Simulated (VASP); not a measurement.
# Nb2B (Fm-3m) in VASP: further runs, part 3 of 3

VASP 6.6.1. The steps go on from the part before.

### Step 4. Relaxation of cell and atoms, PBE

INCAR

```
SYSTEM = Nb2B
ALGO = Normal
EDIFF = 1E-7
EDIFFG = -0.04
ENCUT = 600
GGA = PE
IBRION = 2
ISIF = 3
ISMEAR = 0
LASPH = .True.
LCHARG = .False.
LREAL = .False.
LWAVE = .False.
NELM = 100
NSW = 90
PREC = Accurate
SIGMA = 0.1
```

KPOINTS

```
k-points
0
Gamma
  6 6 6
  0 0 0
```

POSCAR

```
Nb2B
1.0
    0.0000000000      2.7225541100      2.7225541100
    2.7225541100      0.0000000000      2.7225541100
    2.7225541100      2.7225541100      0.0000000000
Nb B
2 1
Direct
    0.2500000000      0.2500000000      0.2500000000
    0.7500000000      0.7500000000      0.7500000000
    0.5000000000      0.5000000000      0.5000000000
```

Potentials or basis: VASP PAW PBE potentials, release 64 (Nb_sv, B).

Started as:

```console
cat potpaw_PBE.64/Nb_sv/POTCAR potpaw_PBE.64/B/POTCAR > POTCAR
mpirun -np 1 vasp_std > vasp.out
```

OUTCAR:

```text
SYSTEM = Nb2B
   EDIFF = 1E-7
   EDIFFG = -0.04
   ENCUT = 600
   GGA = PE
   IBRION = 2
   ISIF = 3
   ISMEAR = 0
   LASPH = .True.
   LREAL = .False.
   NELM = 100
   NSW = 90
   PREC = Accurate

 ion  position               nearest neighbor table
   1  0.250  0.250  0.250-   3 2.36   3 2.36   3 2.36   3 2.36   2 2.72   2 2.72   2 2.72   2 2.72
                             2 2.72   2 2.72
   2  0.750  0.750  0.750-   3 2.36   3 2.36   3 2.36   3 2.36   1 2.72   1 2.72   1 2.72   1 2.72
                             1 2.72   1 2.72
   3  0.500  0.500  0.500-   1 2.36   1 2.36   1 2.36   1 2.36   2 2.36   2 2.36   2 2.36   2 2.36

  LATTYP: Found a face centered cubic cell.
 ALAT       =     5.4451082200

  Lattice vectors:

 A1 = (   0.0000000000,   2.7225541100,   2.7225541100)
 A2 = (   2.7225541100,   0.0000000000,   2.7225541100)
 A3 = (   2.7225541100,   2.7225541100,   0.0000000000)

Analysis of symmetry for initial positions (statically):
=====================================================================
 Subroutine PRICEL returns:
 Original cell was already a primitive cell.

 Routine SETGRP: Setting up the symmetry group for a
 face centered cubic supercell.

 Subroutine GETGRP returns: Found 48 space group operations
[... 9 lines left out ...]

 Routine SETGRP: Setting up the symmetry group for a
 face centered cubic supercell.

 Subroutine GETGRP returns: Found 48 space group operations
[... 11 lines left out ...]
                                     Primitive cell

  volume of cell :      40.3608

  direct lattice vectors                    reciprocal lattice vectors
     0.000000000  2.722554110  2.722554110    -0.183651079  0.183651079  0.183651079
     2.722554110  0.000000000  2.722554110     0.183651079 -0.183651079  0.183651079
     2.722554110  2.722554110  0.000000000     0.183651079  0.183651079 -0.183651079

  length of vectors
     3.850272947  3.850272947  3.850272947     0.318093000  0.318093000  0.318093000

  position of ions in fractional coordinates (direct lattice)
     0.250000000  0.250000000  0.250000000
[... 93 lines left out ...]
  Fermi-wavevector in a.u.,A,eV,Ry     =   1.466294  2.770893 29.252761  2.150017
  Thomas-Fermi vector in A             =   2.582048
   LORBIT       =      0    0 simple, 1 ext, 2 COOP (PROOUT), +10 PAW based schemes
   GGA     = PE    functional components
   LHFCALC =     F    Hartree Fock is set to
   AEXX    =    0.0000 exact exchange contribution
   IVDW    =     0    specifies the selected vdW correction
   LEPSILON=     F    determine dielectric tensor
   LRPA    =     F    only Hartree local field effects (RPA)
 conjugate gradient relaxation of ions
 non-spin polarized calculation
 Gauss-broadening in eV      SIGMA  =   0.10
  energy-cutoff  :      600.00
  volume of cell :       40.36
 maximum number of plane-waves:      1363
   NGX = 15   NGY = 15   NGZ = 15

--------------------------------------- Ionic step        1  -------------------------------------------

 number of electron      28.9999999 magnetization

 Free energy of the ion-electron system (eV)
  ---------------------------------------------------
  ext. energy  EPLUGINS =         0.00000000
  ---------------------------------------------------
  free energy    TOTEN  =       -27.13932656 eV

  energy without entropy =      -27.12250662  energy(sigma->0) =      -27.13091659

------------------------ aborting loop because EDIFF is reached ----------------------------------------

  FORCE on cell =-STRESS in cart. coord.  units (eV):
  Direction    XX          YY          ZZ          XY          YZ          ZX
  --------------------------------------------------------------------------------------
  -------------------------------------------------------------------------------------
  Total        5.8575249      5.8575249      5.8575249      0.0000000     -0.0000000      0.0000000
  in kB      232.5225995    232.5225995    232.5225995      0.0000000     -0.0000000      0.0000000
  external PRESSURE =     232.5225995 kB  Pullay stress =       0.0000000 kB
[... 24 lines left out ...]
--------------------------------------- Ionic step        2  -------------------------------------------

 number of electron      28.9999999 magnetization

 E-fermi :   8.2267     XC(G=0): -11.3440

 val. band max:        8.1566239525   @ k =   0.5000   0.3333   0.1667
 cond. band min:       8.2872220645   @ k =   0.5000   0.1667   0.0000
 fundamental gap:      0.1305981120
 Fermi energy:         8.2267416911

 k-point     1 :       0.0000    0.0000    0.0000
  band No.  band energies     occupation
      1     -46.9161      2.00000
      2     -46.7251      2.00000
      3     -23.0780      2.00000
      4     -23.0780      2.00000
      5     -23.0780      2.00000
      6     -22.6033      2.00000
[... 398 lines left out ...]
--------------------------------------- Ionic step        4  -------------------------------------------

 number of electron      29.0000002 magnetization

 Free energy of the ion-electron system (eV)
  ---------------------------------------------------
  ext. energy  EPLUGINS =         0.00000000
  ---------------------------------------------------
  free energy    TOTEN  =       -27.42792619 eV

  energy without entropy =      -27.41140668  energy(sigma->0) =      -27.41966643

 E-fermi :  10.2785     XC(G=0): -12.1517

 val. band max:       10.2454526873   @ k =   0.5000   0.3333   0.1667
 cond. band min:      10.2949657112   @ k =  -0.3333   0.1667   0.0000
 fundamental gap:      0.0495130239
 Fermi energy:        10.2785481624

 k-point     1 :       0.0000    0.0000    0.0000
  band No.  band energies     occupation
      1     -44.6520      2.00000
      2     -44.2784      2.00000
      3     -20.9428      2.00000
      4     -20.9428      2.00000
      5     -20.9428      2.00000
      6     -20.1607      2.00000
[... 355 lines left out ...]
  FREE ENERGIE OF THE ION-ELECTRON SYSTEM (eV)
  ---------------------------------------------------
  free  energy   TOTEN  =       -27.4279261919 eV

  energy  without entropy=      -27.4114066758  energy(sigma->0) =      -27.41966643

 reached required accuracy - stopping structural energy minimisation
```

OSZICAR:

```text
N       E                     dE             d eps       ncg     rms          rms(c)
DAV:   1     0.361777239432E+03    0.36178E+03   -0.17371E+04   576   0.182E+03
DAV:   2    -0.820350881850E+00   -0.36260E+03   -0.35586E+03   638   0.690E+02
DAV:   3    -0.294291799149E+02   -0.28609E+02   -0.27743E+02  1128   0.142E+02
[... 48 lines left out ...]
DAV:   5    -0.274278818792E+02   -0.48184E-04   -0.14473E-04  1102   0.906E-02    0.382E-02
DAV:   6    -0.274279265956E+02   -0.44716E-04   -0.76695E-05   996   0.651E-02    0.779E-03
DAV:   7    -0.274279257992E+02    0.79649E-06   -0.65980E-06   912   0.220E-02    0.355E-03
DAV:   8    -0.274279262658E+02   -0.46667E-06   -0.40797E-07   606   0.634E-03    0.347E-04
DAV:   9    -0.274279261919E+02    0.73974E-07   -0.34515E-08   346   0.258E-03
   4 F= -.27427926E+02 E0= -.27419666E+02  d E =-.288600E+00
```

CONTCAR:

```text
Nb2B
   1.00000000000000
    -0.0000000000000000    2.8166938600960245    2.8166938600960245
     2.8166938600960245   -0.0000000000000000    2.8166938600960245
     2.8166938600960245    2.8166938600960245    0.0000000000000000
  Nb              B
     2     1
Direct
     0.2500000000000000    0.2500000000000000    0.2500000000000000
     0.7500000000000000    0.7500000000000000    0.7500000000000000
     0.5000000000000000    0.5000000000000000    0.5000000000000000

  0.00000000E+00  0.00000000E+00  0.00000000E+00
  0.00000000E+00  0.00000000E+00  0.00000000E+00
  0.00000000E+00  0.00000000E+00  0.00000000E+00
```

It took 43 s on 1 thread of Intel Xeon Platinum 8488C (Sapphire Rapids), shared host; peak memory 0.18 GiB.

What came out:

```yaml
Free_energy: -27.4279 eV
Relaxed_volume: 14.90 Å³/atom
Relaxed_cell: a = 3.983 Å, b = 3.983 Å, c = 3.983 Å, α = 60.00°, β = 60.00°, γ = 60.00°
Space_group_after_relaxing_to_0.05_Å: Fm-3m (No. 225)
Energy_gained_by_relaxing: 96.2 meV/atom
Ionic_steps: 4
Pressure_after_relaxing: -0.1 GPa
```

Step by step:
```
step  energy change (eV)  largest force (eV/Å)  pressure (GPa)  volume (Å³)
   1              0.0000                0.0000           23.25        40.36
   2              0.3865                0.0000          -22.97        52.87
   3             -0.2880                0.0000           -0.88        44.88
   4             -0.2886                0.0000           -0.09        44.69
```

Final structure:
```
Nb B
1.0
     0.00000    2.81669    2.81669
     2.81669    0.00000    2.81669
     2.81669    2.81669    0.00000
Nb B
2 1
Direct
  0.25000 0.25000 0.25000
  0.75000 0.75000 0.75000
  0.50000 0.50000 0.50000
```

Levels at points of the mesh, in eV from the Fermi level:
| k point | band 11 | band 12 | band 13 | band 14 | band 15 | band 16 | band 17 | band 18 |
| --- | --- | --- | --- | --- | --- | --- | --- | --- |
| (0.00, 0.00, 0.00) | -4.43 | -4.43 | -2.93 | -2.93 | 2.70 | 4.02 | 4.02 | 4.02 |
| (0.50, 0.00, 0.00) | -2.77 | -2.77 | -0.46 | -0.46 | 0.42 | 0.93 | 0.93 | 1.01 |
| (0.50, 0.50, 0.00) | -2.09 | -2.00 | -1.53 | -1.18 | -1.18 | 1.67 | 1.67 | 2.38 |

### Step 5. Summary

| task | cell | cutoff (eV) | gap on the mesh (eV) | pressure (GPa) |
| --- | --- | --- | --- | --- |
| single point | a = 3.850 Å, angles 60.0°, 3 atoms | 520 | none | 23.2 |
| single point | a = 3.984 Å, angles 60.0°, 3 atoms | 520 | none | -0.2 |
| relaxation of cell and atoms | relaxed from a = 3.850 Å, angles 60.0°, 3 atoms | 600 | none | -0.1 |

Alike in all rows: level PBE; potentials or basis VASP PAW PBE potentials, release 64 (Nb_sv, B); no spin polarisation; k mesh 6 × 6 × 6; smearing gaussian 0.1 eV.

Absolute energies hang on the potentials; compare differences alone.
